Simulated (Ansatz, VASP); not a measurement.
TaN: VASP beside Ansatz

The input INCAR:

```
ALGO     = Normal         # electronic algorithm
EDIFF    = 1E-6           # SCF threshold, eV
EDIFFG   = -0.005         # ionic threshold
ENCUT    = 600            # plane-wave cutoff, eV
GGA      = PE             # functional
IBRION   = 2              # ionic algorithm
ISIF     = 3              # what is computed and relaxed
ISMEAR   = -1             # smearing method
LASPH    = T              # aspherical terms in the spheres
LCHARG   = F              # write CHGCAR
LREAL    = F              # projectors in reciprocal space
LWAVE    = F              # write WAVECAR
NELM     = 80             # most SCF steps
NSW      = 40             # ionic steps
PREC     = Accurate       # precision mode
SIGMA    = 0.02           # smearing width, eV
```

File KPOINTS:

```
k-points
0
Gamma
  11 11 11
```

Contents of POSCAR:

```
TaN
1.0
    0.0000000000      2.2085294952      2.2085294952
    2.2085294952      0.0000000000      2.2085294952
    2.2085294952      2.2085294952      0.0000000000
Ta N
1 1
Direct
    0.5000000000      0.5000000000      0.5000000000
    0.0000000000      0.0000000000      0.0000000000
```

Input for Ansatz:

```yaml
crystal:
  lattice:
    - [0.0, 2.2085294952, 2.2085294952]
    - [2.2085294952, 0.0, 2.2085294952]
    - [2.2085294952, 2.2085294952, 0.0]
  atoms:
    - { symbol: Ta, position: [0.5, 0.5, 0.5] }
    - { symbol: "N", position: [0.0, 0.0, 0.0] }
kpoints:
  mp_grid: { grid: [11, 11, 11] }
scf:
  occupations: { method: fermi_dirac, width: 0.02 }
hamiltonian:
  xc: pbe
  pseudopotentials:
    kind: all_electron
    lapw: { basis_error: 0.0005 }
    relativity: none
output:
  forces: true
  stress: true
  eigenvalues: true
relax:
  f_tol: 0.005
  max_steps: 20
  cell: {}
```

Alike in both runs: task relaxation of cell and atoms; functional PBE; k mesh 11 × 11 × 11; occupations fermi-dirac, width 0.02 eV; no spin polarisation.

```csv
,VASP,Ansatz
version,VASP 6.6.1,Ansatz 0.2.0
potentials or method,"VASP PAW PBE potentials, release 64 (Ta_pv, N), cutoff 600 eV","all-electron LAPW, non-relativistic"
```

Ansatz gave:

- relaxed volume (Å³/atom): 11.28
- relaxed cell length with the largest relative difference (Å): 3.172

Task: Estimate VASP's values.

Result: Relaxed volume (Å³/atom): 10.79; relaxed cell length with the largest relative difference (Å): 3.125.

Ansatz ran all-electron here, and VASP with PAW potentials.

Neither program's run includes spin-orbit coupling.
